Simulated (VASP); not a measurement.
# TiAl3 (Cmmm) in VASP: notebook

The runs below take TiAl3 through single point, with r2SCAN.

Everything below comes from runs of VASP 6.6.1. Logs are shortened: lines on timing, memory, paths and dates and some standing lists are left out, and cuts for length are marked.

**1. The cell of the first run**

Symmetry: Cmmm, No. 65, orthorhombic system. Conventional cell: a = 5.175 Å, b = 6.014 Å, c = 3.956 Å, α = 90.00°, β = 90.00°, γ = 90.00°. Ti (site symmetry mmm) has 12 Al at 2.59 to 3.01 Å within 3.4 Å. Al (site symmetry 2/m) has 8 Al at 2.59 to 3.01 Å and 4 Ti at 2.80 Å within 3.4 Å. Within 3.4 Å of Al (site symmetry mmm) lie 4 Ti at 2.59 to 3.01 Å and 8 Al at 2.80 Å.

**2. Single point, r2SCAN (strain -0.1500 x Voigt [0, 0, 0, 0, 1, 0])**

File POSCAR:

```
TiAl3
1.0
    3.9556712500      0.0000000000     -0.2966753438
    0.0000000000      3.9556712500      0.0000000000
   -0.2966753438      0.0000000000      3.9556712500
Ti Al
1 3
Direct
    0.0000000000      0.0000000000      0.0000000000
    0.5000000000      0.5000000000      0.0000000000
    0.5000000000      0.0000000000      0.5000000000
    0.0000000000      0.5000000000      0.5000000000
```

File INCAR.step1:

```
SYSTEM = TiAl3
ALGO = Normal
EDIFF = 1E-4
ENCUT = 520
GGA = PE
ISMEAR = 0
LASPH = .TRUE.
LCHARG = .FALSE.
LREAL = .FALSE.
LWAVE = .TRUE.
NBANDS = 18
NELM = 60
PREC = Accurate
SIGMA = 0.15
```

File INCAR.step2:

```
SYSTEM = TiAl3
ALGO = Normal
EDIFF = 1E-7
ENCUT = 520
ISIF = 2
ISMEAR = 0
ISTART = 1
LASPH = .TRUE.
LCHARG = .FALSE.
LMIXTAU = .TRUE.
LREAL = .FALSE.
LWAVE = .FALSE.
METAGGA = R2SCAN
NBANDS = 18
NELM = 60
PREC = Accurate
SIGMA = 0.15
```

File KPOINTS:

```
k-points
0
G
  12 12 12
  0 0 0
```

Potentials or basis: VASP PAW PBE potentials, release 64 (Ti_sv, Al).

The run is started by

```sh
$ cat potpaw_PBE.64/Ti_sv/POTCAR potpaw_PBE.64/Al/POTCAR > POTCAR
$ cp INCAR.step1 INCAR
$ mpirun -np 1 vasp_std > vasp.out
$ cp INCAR.step2 INCAR
$ mpirun -np 1 vasp_std > vasp.out
```

OUTCAR:

```text
SYSTEM = TiAl3
   EDIFF = 1E-7
   ENCUT = 520
   ISIF = 2
   ISMEAR = 0
   ISTART = 1
   LASPH = .TRUE.
   LREAL = .FALSE.
   METAGGA = R2SCAN
   NELM = 60
   PREC = Accurate

 ion  position               nearest neighbor table
   1  0.000  0.000  0.000-   3 2.59   3 2.59   4 2.80   4 2.80   2 2.80   4 2.80   4 2.80   2 2.80
                             2 2.80   2 2.80   3 3.01   3 3.01
   2  0.500  0.500  0.000-   4 2.59   4 2.59   1 2.80   3 2.80   1 2.80   3 2.80   3 2.80   1 2.80
                             3 2.80   1 2.80   4 3.01   4 3.01
   3  0.500  0.000  0.500-   1 2.59   1 2.59   4 2.80   2 2.80   2 2.80   4 2.80   2 2.80   4 2.80
                             2 2.80   4 2.80   1 3.01   1 3.01
   4  0.000  0.500  0.500-   2 2.59   2 2.59   3 2.80   1 2.80   1 2.80   3 2.80   1 2.80   3 2.80
                             1 2.80   3 2.80   2 3.01   2 3.01

  LATTYP: Found a base centered orthorhombic cell.
 ALAT       =     5.1746016352
 B/A-ratio  =     1.1621621622
 C/A-ratio  =     0.7644397635

  Lattice vectors:

 A1 = (  -0.2966753438,   0.0000000000,   3.9556712500)
 A2 = (   3.9556712500,   0.0000000000,  -0.2966753438)
 A3 = (   0.0000000000,   3.9556712500,   0.0000000000)

Analysis of symmetry for initial positions (statically):
=====================================================================
 Subroutine PRICEL returns:
 Original cell was already a primitive cell.

 Routine SETGRP: Setting up the symmetry group for a
 base centered orthorhombic supercell.

 Subroutine GETGRP returns: Found  8 space group operations
 (whereof  8 operations were pure point group operations)
 out of a pool of  8 trial point group operations.

The static configuration has the point symmetry D_2h.

Analysis of symmetry for dynamics (positions and initial velocities):
=====================================================================
 Subroutine PRICEL returns:
 Original cell was already a primitive cell.

 Routine SETGRP: Setting up the symmetry group for a
 base centered orthorhombic supercell.

 Subroutine GETGRP returns: Found  8 space group operations
 (whereof  8 operations were pure point group operations)
 out of a pool of  8 trial point group operations.

The dynamic configuration has the point symmetry D_2h.

 Subroutine INISYM returns: Found  8 space group operations
 (whereof  8 operations are pure point group operations),
 and found     1 'primitive' translations

----------------------------------------------------------------------------------------

                                     Primitive cell

  volume of cell :      61.5475

  direct lattice vectors                    reciprocal lattice vectors
     3.955671250  0.000000000 -0.296675344     0.254231648  0.000000000  0.019067374
     0.000000000  3.955671250  0.000000000     0.000000000  0.252801595  0.000000000
    -0.296675344  0.000000000  3.955671250     0.019067374  0.000000000  0.254231648

  length of vectors
     3.966780974  3.955671250  3.966780974     0.254945672  0.252801595  0.254945672

  position of ions in fractional coordinates (direct lattice)
     0.000000000  0.000000000  0.000000000
     0.500000000  0.500000000  1.000000000
     0.500000000  0.000000000  0.500000000
     1.000000000  0.500000000  0.500000000

  ion indices of the primitive-cell ions
   primitive index   ion index
                 1           1
                 2           2
                 3           3
                 4           4

----------------------------------------------------------------------------------------

 KPOINTS: k-points

Automatic generation of k-mesh.
 Grid dimensions read from file:
 generate k-points for:   12   12   12

 Generating k-lattice:

  Cartesian coordinates                     Fractional coordinates (reciprocal lattice)
     0.021185971  0.000000000  0.001588948     0.083333333  0.000000000  0.000000000
     0.000000000  0.021066800  0.000000000     0.000000000  0.083333333  0.000000000
     0.001588948  0.000000000  0.021185971     0.000000000  0.000000000  0.083333333

  Length of vectors
     0.021245473  0.021066800  0.021245473

  Shift w.r.t. Gamma in fractional coordinates (k-lattice)
     0.000000000  0.000000000  0.000000000

 Subroutine IBZKPT returns following result:
 ===========================================

 Found    301 irreducible k-points:

 Following reciprocal coordinates:
            Coordinates               Weight
  0.000000  0.000000  0.000000      1.000000
  0.083333  0.000000  0.000000      4.000000
  0.166667  0.000000  0.000000      4.000000
  0.250000  0.000000  0.000000      4.000000
  0.333333  0.000000  0.000000      4.000000
  0.416667  0.000000  0.000000      4.000000
[... 16 lines left out ...]
  0.083333  0.250000  0.000000      8.000000
  0.166667  0.250000  0.000000      8.000000
 [... further k-points ...]
   k-points           NKPTS =    301   k-points in BZ     NKDIM =    301   number of bands    NBANDS=     18
   number of dos      NEDOS =    301   number of ions     NIONS =      4
   total plane-waves  NPLWV =  27000
   dimension x,y,z NGX =    30 NGY =   30 NGZ =   30
   dimension x,y,z NGXF=    60 NGYF=   60 NGZF=   60
   ions per type =               1   3
   NGX,Y,Z   is equivalent  to a cutoff of  12.57, 12.61, 12.57 a.u.
   NGXF,Y,Z  is equivalent  to a cutoff of  25.15, 25.22, 25.15 a.u.
 SYSTEM =  TiAl3
   PREC   = accura    normal or accurate (medium, high low for compatibility)
   ISTART =      1    job   : 0-new  1-cont  2-samecut
   ICHARG =      0    charge: 1-file 2-atom 10-const
   ISPIN  =      1    spin polarized calculation?
   LNONCOLLINEAR =      F non collinear calculations
   LSORBIT =      F    spin-orbit coupling
   LASPH  =      T    aspherical Exc in radial PAW
   ENCUT  =  520.0 eV  38.22 Ry    6.18 a.u.   7.38  7.35  7.38*2*pi/ulx,y,z
   NELM   =     60;   NELMIN=  2; NELMDL=  0     # of ELM steps
   EDIFF  = 0.1E-06   stopping-criterion for ELM
   LREAL  =      F    real-space projection
   EDIFFG = 0.1E-05   stopping-criterion for IOM
   NSW    =      0    number of steps for IOM
   IBRION =     -1    ionic relax: 0-MD 1-quasi-New 2-CG
   NFREE  =      0    steps in history (QN), initial steepest desc. (CG)
   ISIF   =      2    stress and relaxation
   ISYM   =      2    0-nonsym 1-usesym 2-fastsym
   POTIM  = 0.5000    time-step for ionic-motion
   TEBEG  =    0.0;   TEEND  =   0.0 temperature during run
   PSTRESS=    0.0 pullay stress
   NELECT =      21.0000    total number of electrons
   NUPDOWN=      -1.0000    fix difference up-down
   EMIN   =  10.00;   EMAX   =-10.00  energy-range for DOS
   EFERMI =   0.00;   METHOD = LEGACY
   ISMEAR =     0;   SIGMA  =   0.15  broadening in eV -4-tet -1-fermi 0-gaus
   EFERMI_NEDOS =   21; number of points for ismear=-14 and -15
   IALGO  =     38    algorithm
   IMIX   =      4    mixing-type and parameters
     AMIX     =   0.40;   BMIX     =  1.00
     AMIX_MAG =   1.60;   BMIX_MAG =  1.00
  volume/ion in A,a.u.               =      15.39       103.84
  Fermi-wavevector in a.u.,A,eV,Ry     =   1.143960  2.161772 17.805203  1.308645
  Thomas-Fermi vector in A             =   2.280654
   LORBIT       =      0    0 simple, 1 ext, 2 COOP (PROOUT), +10 PAW based schemes
   METAGGA = R2SCAN    functional components
   LHFCALC =     F    Hartree Fock is set to
   AEXX    =    0.0000 exact exchange contribution
   IVDW    =     0    specifies the selected vdW correction
   LEPSILON=     F    determine dielectric tensor
   LRPA    =     F    only Hartree local field effects (RPA)
 non-spin polarized calculation
 Gauss-broadening in eV      SIGMA  =   0.15
  energy-cutoff  :      520.00
  volume of cell :       61.55
 maximum number of plane-waves:      1705
 NGX is ok and might be reduce to    30
   NGX = 15   NGY = 15   NGZ = 15

 number of electron      20.9999995 magnetization

 Free energy of the ion-electron system (eV)
  ---------------------------------------------------
  ext. energy  EPLUGINS =         0.00000000
  ---------------------------------------------------
  free energy    TOTEN  =       -34.43715404 eV

  energy without entropy =      -34.41476548  energy(sigma->0) =      -34.42595976

 E-fermi :   9.1600     XC(G=0): -11.6067

 val. band max:        9.1598017350   @ k =  -0.3333   0.2500   0.0833
 cond. band min:       9.1643808754   @ k =   0.3333   0.2500   0.0000
 fundamental gap:      0.0045791404
 Fermi energy:         9.1599950116

 k-point     1 :       0.0000    0.0000    0.0000
  band No.  band energies     occupation
      1     -50.1460      2.00000
      2     -25.4549      2.00000
      3     -25.4377      2.00000
      4     -25.3574      2.00000
      5      -2.3050      2.00000
      6       5.9650      2.00000
[... 10 lines left out ...]
     17      13.8430      0.00000
     18      15.4206      0.00000

 k-point     2 :       0.0833    0.0000    0.0000
  band No.  band energies     occupation
      1     -50.1460      2.00000
      2     -25.4556      2.00000
      3     -25.4376      2.00000
      4     -25.3580      2.00000
      5      -2.2322      2.00000
      6       5.3553      2.00000
[... 10 lines left out ...]
     17      14.0533      0.00000
     18      15.1910      0.00000

 k-point     3 :       0.1667    0.0000    0.0000
  band No.  band energies     occupation
      1     -50.1458      2.00000
      2     -25.4577      2.00000
      3     -25.4373      2.00000
      4     -25.3598      2.00000
      5      -2.0151      2.00000
      6       4.3105      2.00000
[... 10 lines left out ...]
     17      14.3386      0.00000
     18      14.5810      0.00000

 k-point     4 :       0.2500    0.0000    0.0000
  band No.  band energies     occupation
      1     -50.1456      2.00000
      2     -25.4607      2.00000
      3     -25.4369      2.00000
      4     -25.3621      2.00000
      5      -1.6582      2.00000
      6       3.2260      2.00000
[... 375 lines left out ...]
      4     -25.3565      2.00000
      5      -1.6725      2.00000
      6       3.1718      2.00000
[... 10 lines left out ...]
     17      14.7058      0.00000
     18      14.8421      0.00000

 k-point    23 :       0.0833    0.2500    0.0000
  band No.  band energies     occupation
      1     -50.1455      2.00000
      2     -25.4548      2.00000
      3     -25.4485      2.00000
      4     -25.3572      2.00000
      5      -1.6020      2.00000
      6       3.2305      2.00000
[... 10 lines left out ...]
     17      14.3014      0.00000
     18      14.4994      0.00000

 k-point    24 :       0.1667    0.2500    0.0000
  band No.  band energies     occupation
      1     -50.1454      2.00000
      2     -25.4568      2.00000
      3     -25.4481      2.00000
      4     -25.3589      2.00000
      5      -1.3921      2.00000
      6       3.4037      2.00000
[... 10 lines left out ...]
     17      14.0348      0.00000
     18      14.3845      0.00000

 [... further k-points ...]

------------------------ aborting loop because EDIFF is reached ----------------------------------------

  FORCE on cell =-STRESS in cart. coord.  units (eV):
  Direction    XX          YY          ZZ          XY          YZ          ZX
  --------------------------------------------------------------------------------------
  -------------------------------------------------------------------------------------
  Total        2.1989298     -0.3628236      2.1989298      0.0000000      0.0000000      5.2360851
  in kB       57.2415226     -9.4448551     57.2415226      0.0000000      0.0000000    136.3033422
  external PRESSURE =      35.0127301 kB  Pullay stress =       0.0000000 kB

 VOLUME and BASIS-vectors are now :
 -----------------------------------------------------------------------------
  energy-cutoff  :      520.00
  volume of cell :       61.55
      direct lattice vectors                 reciprocal lattice vectors
     3.955671250  0.000000000 -0.296675344     0.254231648  0.000000000  0.019067374
     0.000000000  3.955671250  0.000000000     0.000000000  0.252801595  0.000000000
    -0.296675344  0.000000000  3.955671250     0.019067374  0.000000000  0.254231648

 POSITION                                       TOTAL-FORCE (eV/Angst)
 -----------------------------------------------------------------------------------
      0.00000      0.00000      0.00000        -0.000000      0.000000     -0.000000
      1.97784      1.97784     -0.14834         0.000000      0.000000      0.000000
      1.82950      0.00000      1.82950         0.000000      0.000000      0.000000
     -0.14834      1.97784      1.97784        -0.000000      0.000000      0.000000
 -----------------------------------------------------------------------------------
    total drift:                                0.000000     -0.000000     -0.000000

  FREE ENERGIE OF THE ION-ELECTRON SYSTEM (eV)
  ---------------------------------------------------
  free  energy   TOTEN  =       -34.4371540400 eV

  energy  without entropy=      -34.4147654803  energy(sigma->0) =      -34.42595976
```

Run time: 13 min. Hardware: 1 thread of AMD EPYC 7R13 (Zen 3), shared host; peak memory 0.39 GiB.

Results:

- Free energy: -34.4372 eV
- Pressure: 3.5 GPa
- Band gap on the k mesh: zero (an odd number of electrons rules out a gap without spin polarisation)

Levels at points of the mesh, in eV from the Fermi level:
| k point | band 8 | band 9 | band 10 | band 11 | band 12 | band 13 | band 14 | band 15 |
| --- | --- | --- | --- | --- | --- | --- | --- | --- |
| (0.00, 0.00, 0.00) | -2.64 | -2.36 | -1.83 | -0.15 | 0.15 | 0.18 | 0.95 | 4.30 |
| (0.50, 0.00, 0.00) | -2.42 | -2.06 | -0.28 | 0.35 | 0.72 | 1.19 | 1.25 | 2.89 |
| (0.00, 0.50, 0.00) | -2.18 | -2.13 | 0.16 | 0.78 | 0.94 | 1.08 | 1.22 | 1.92 |
| (0.50, 0.50, 0.00) | -5.35 | -1.60 | -1.43 | 0.79 | 0.94 | 1.13 | 1.45 | 3.11 |
| (0.50, 0.00, 0.50) | -5.28 | -1.67 | -0.99 | 0.43 | 1.14 | 1.24 | 1.31 | 3.00 |
| (0.50, 0.50, 0.50) | -4.50 | -4.45 | -3.74 | -3.01 | 0.33 | 1.39 | 1.47 | 2.52 |

Caveat: the cell differs from its parent crystal (strain -0.1500 x Voigt [0, 0, 0, 0, 1, 0]); the cell stands under pressure; the PAW data sets were made with another functional, which shifts forces and pressure a little.

[end of part 1 of 2]
